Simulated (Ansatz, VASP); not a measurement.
As in VASP and in Ansatz

Contents of INCAR:

```
  ALGO = Normal
  EDIFF = 1E-6
  ENCUT = 520
  GGA = RE
  ISIF = 2
  ISMEAR = -1
  LASPH = T
  LCHARG = T
  LELF = T
  LREAL = F
  LVHAR = T
  LWAVE = F
  NBANDS = 12
  NELM = 100
  PREC = Accurate
  SIGMA = 0.05
```

Contents of KPOINTS:

```
k-points
0
Gamma
  4 4 5
```

POSCAR

```
As
1.0
    4.5664000000      0.0000000000      0.0000000000
   -2.2832000000      3.9546200000      0.0000000000
    0.0000000000      0.0000000000      2.8337400000
As
2
Direct
    0.3333300000      0.6666700000      0.0000000000
    0.6666700000      0.3333300000      0.0000000000
```

File input.yaml:

```yaml
crystal:
  lattice:
    - [4.5664, 0.0, 0.0]
    - [-2.2832, 3.95462, 0.0]
    - [0.0, 0.0, 2.83374]
  atoms:
    - { symbol: As, position: [0.33333, 0.66667, 0.0] }
    - { symbol: As, position: [0.66667, 0.33333, 0.0] }
hamiltonian:
  xc: revpbe
  pseudopotentials: { kind: paw }
kpoints:
  mp_grid: { grid: [4, 4, 5] }
scf:
  occupations: { method: fermi_dirac, width: 0.05 }
  n_extra_bands: 6
output:
  forces: true
  stress: true
  eigenvalues: true
  dos: { projected: true, de: 0.05, nscf_kmesh: { grid: [6, 6, 8] } }
```

Alike in both runs: functional revPBE; k mesh 4 × 4 × 5; occupations fermi-dirac, width 0.05 eV; no spin polarisation.

|  | VASP | Ansatz |
| --- | --- | --- |
| version | VASP 6.6.1 | Ansatz 0.2.0 |
| potentials or method | VASP PAW PBE potentials, release 64 (As) | Ansatz PAW |
| plane-wave cutoff (eV) | 520 | 420 |
| valence electrons in the cell | 10 | 30 |
| task | single point | projected density of states |

|  | VASP | Ansatz | Ansatz less VASP |
| --- | --- | --- | --- |
| gap on the k mesh at the Fermi level (eV) | none | none | - |
| pressure (GPa) | 0.5 | 0.4 | -0.09 |
| traceless stress, the component that is largest in VASP (GPa) | 4.88 | 4.92 | +0.045 |

VASP's potentials were made for PBE, not for revPBE. A gap of «none» marks a metal or a gap that the smearing closes. With one functional, cell and mesh, what is left measures potentials, basis and numerics. VASP's potentials hold 10 valence electrons a cell and Ansatz's 30, so a difference there can come from the potentials and not from the codes.

The k mesh is coarse, so the values compare programs but aren't converged.
